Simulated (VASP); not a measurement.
Set up this calculation in VASP 6.6.1, as the native input.

- Task: relaxation of cell and atoms
- Functional: SCAN
- Potentials or basis: VASP PAW PBE potentials, release 64 (Sn_d_GW, O_GW)
- Cutoff: 690 eV
- k mesh: 7 × 4 × 5
- Occupations: gaussian, width 0.03 eV
- Spin: no spin polarisation
- Tolerance level: standard
- Purpose: choice of potentials
- Passes: 2
- Further INCAR settings: ALGO = Normal; EDIFF = 1e-07

SnO:

```
Sn O
1.0
     3.35500    0.00000    0.00000
     0.00000    5.67410    0.00000
     0.00000    0.00000    4.22197
Sn O
2 2
Cartesian
  1.6775 4.3582 0.0555
  0.0000 1.3159 2.1665
  1.6775 0.6171 1.0000
  0.0000 5.0570 3.1110
```

These files were run (other wordings do the same):

POSCAR

```
SnO
1.0
    3.3550050000      0.0000000000      0.0000000000
    0.0000000000      5.6741040000      0.0000000000
    0.0000000000      0.0000000000      4.2219700000
Sn O
2 2
Direct
    0.5000000000      0.7680910000      0.0131440000
    0.0000000000      0.2319090000      0.5131440000
    0.5000000000      0.1087500000      0.2368570000
    0.0000000000      0.8912500000      0.7368570000
```

INCAR.step1

```
SYSTEM = SnO
METAGGA = SCAN
ISMEAR = 0
SIGMA = 0.03
LWAVE = .FALSE.
LCHARG = .FALSE.
NSW = 60
PREC = Accurate
LASPH = .TRUE.
LREAL = .FALSE.
ALGO = Normal
EDIFF = 1E-7
NELM = 120
GGA_COMPAT = .FALSE.
IBRION = 2
ISIF = 3
EDIFFG = -0.005
NELMIN = 4
ENCUT = 690
EFERMI = MIDGAP
LMIXTAU = .TRUE.
KPAR = 8
```

INCAR.step3

```
SYSTEM = SnO
METAGGA = SCAN
ISMEAR = 0
SIGMA = 0.03
LWAVE = .FALSE.
LCHARG = .FALSE.
PREC = Accurate
LASPH = .TRUE.
LREAL = .FALSE.
ALGO = Normal
EDIFF = 1E-7
NELM = 120
GGA_COMPAT = .FALSE.
ISIF = 2
ENCUT = 690
EFERMI = MIDGAP
LMIXTAU = .TRUE.
KPAR = 8
```

KPOINTS

```
k-points
0
Gamma
  7 4 5
```

Potentials or basis: VASP PAW PBE potentials, release 64 (Sn_d_GW, O_GW).

Command:

```console
$ cat potpaw_PBE.64/Sn_d_GW/POTCAR potpaw_PBE.64/O_GW/POTCAR > POTCAR
$ cp INCAR.step1 INCAR
$ cp POSCAR.step1 POSCAR
$ mpirun -np 8 vasp_std > vasp.out
$ cp CONTCAR POSCAR
$ mpirun -np 8 vasp_std > vasp.out
$ cp CONTCAR POSCAR
$ cp INCAR.step3 INCAR
$ mpirun -np 8 vasp_std > vasp.out
```

It gave:

```yaml
Relaxed_volume: 19.93 Å³/atom
Relaxed_cell: a = 3.300 Å, b = 5.719 Å, c = 4.224 Å, α = 90.00°, β = 90.00°, γ = 90.00°
Space_group_after_relaxing_to_0.1_Å: Pmn2_1 (No. 31)
Energy_gained_by_relaxing: 12.1 meV/atom
Ionic_steps: 48
Pressure_after_relaxing: 0.0 GPa
Largest_force_after_relaxing: 0.003 eV/Å
Band_gap_on_the_k_mesh: 1.68 eV (least direct gap 2.47 eV)
```

Caveat: the PAW data sets were made with another functional, which shifts forces and pressure a little; spin-orbit coupling is left out, which moves the levels of the heavy elements; an odd mesh through Γ misses points on the zone boundary, where band edges can lie.

Wall time 62 min on 8 MPI ranks on Intel(R) Xeon(R) 6975P-C (Granite Rapids), with other jobs on the host, peak memory 0.36 GiB a rank.
